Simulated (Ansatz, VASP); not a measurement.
# One calculation of Si3N4, two programs

The input INCAR:

```
SYSTEM = Si3N4
PREC     = Accurate       ! precision mode
ENCUT    = 520            ! plane-wave cutoff, eV
EDIFF    = 1E-8           ! SCF threshold, eV
ISMEAR   = -1             ! smearing method
SIGMA    = 0.02           ! smearing width, eV
LREAL    = .False.        ! projectors in reciprocal space
LASPH    = .True.         ! aspherical terms in the spheres
NELM     = 120            ! most SCF steps
ALGO     = Normal         ! electronic algorithm
ISIF     = 2              ! what is computed and relaxed
LWAVE    = .False.        ! write WAVECAR
LCHARG   = .False.        ! write CHGCAR
GGA      = PE             ! functional
LEFG     = .True.       
NBANDS   = 45             ! bands
GGA_COMPAT= .False.
```

Contents of KPOINTS:

```
regular mesh
0
Gamma
  4 4 10
  0 0 0
```

The input POSCAR:

```
Si3N4
1.0
    7.6093000000      0.0000000000      0.0000000000
   -3.8046500000      6.5898471050      0.0000000000
    0.0000000000      0.0000000000      2.9079000000
Si N
6 8
Direct
    0.1739076046      0.7677713751      0.2500000000
    0.4061362295      0.1739076046      0.7500000000
    0.2322286249      0.4061362295      0.2500000000
    0.8260923954      0.2322286249      0.7500000000
    0.5938637705      0.8260923954      0.2500000000
    0.7677713751      0.5938637705      0.7500000000
    0.3333333333      0.6666666667      0.2500000000
    0.6666666667      0.3333333333      0.7500000000
    0.3297847812      0.0297818417      0.2500000000
    0.3000029395      0.3297847812      0.7500000000
    0.9702181583      0.3000029395      0.2500000000
    0.6702152188      0.9702181583      0.7500000000
    0.6999970605      0.6702152188      0.2500000000
    0.0297818417      0.6999970605      0.7500000000
```

Input for Ansatz:

```yaml
crystal:
  lattice:
    - [7.6093, 0.0, 0.0]
    - [-3.80465, 6.589847105, 0.0]
    - [0.0, 0.0, 2.9079]
  atoms:
    - { symbol: Si, position: [0.1739076046, 0.7677713751, 0.25] }
    - { symbol: Si, position: [0.4061362295, 0.1739076046, 0.75] }
    - { symbol: Si, position: [0.2322286249, 0.4061362295, 0.25] }
    - { symbol: Si, position: [0.8260923954, 0.2322286249, 0.75] }
    - { symbol: Si, position: [0.5938637705, 0.8260923954, 0.25] }
    - { symbol: Si, position: [0.7677713751, 0.5938637705, 0.75] }
    - { symbol: "N", position: [0.3333333333, 0.6666666667, 0.25] }
    - { symbol: "N", position: [0.6666666667, 0.3333333333, 0.75] }
    - { symbol: "N", position: [0.3297847812, 0.0297818417, 0.25] }
    - { symbol: "N", position: [0.3000029395, 0.3297847812, 0.75] }
    - { symbol: "N", position: [0.9702181583, 0.3000029395, 0.25] }
    - { symbol: "N", position: [0.6702152188, 0.9702181583, 0.75] }
    - { symbol: "N", position: [0.6999970605, 0.6702152188, 0.25] }
    - { symbol: "N", position: [0.0297818417, 0.6999970605, 0.75] }
kpoints:
  mp_grid: { grid: [4, 4, 10] }
scf:
  occupations: { method: fermi_dirac, width: 0.02 }
hamiltonian:
  xc: pbe
  pseudopotentials: { kind: all_electron, datasets: crystal }
output:
  forces: true
  stress: true
  populations: false
  efg:
    quadrupole_moments_barn: { "N": 0.02044 }
    contact_densities: true
```

Alike in both runs: task electric field gradients; functional PBE; k mesh 4 × 4 × 10; occupations fermi-dirac, width 0.02 eV; no spin polarisation.

|  | VASP | Ansatz |
| --- | --- | --- |
| version | VASP 6.6.1 | Ansatz 0.2.0 |
| potentials or method | VASP PAW PBE potentials, release 64 (Si, N), cutoff 520 eV | all-electron PAW with datasets made for the crystal, scalar-relativistic |

|  | VASP | Ansatz | Ansatz less VASP |
| --- | --- | --- | --- |
| pressure (GPa) | 4.7 | 5.0 | +0.29 |
| rms of the force components (eV/Å) | 0.005 | 0.004 | -0.0008 |
| size of Vzz on the site where it differs most (V/Å²) | 46.3 | 47.5 | +1.25 |

Atom by atom the forces differ by 0.002 eV/Å (rms over components). Ansatz ran all-electron here, and VASP with PAW potentials.
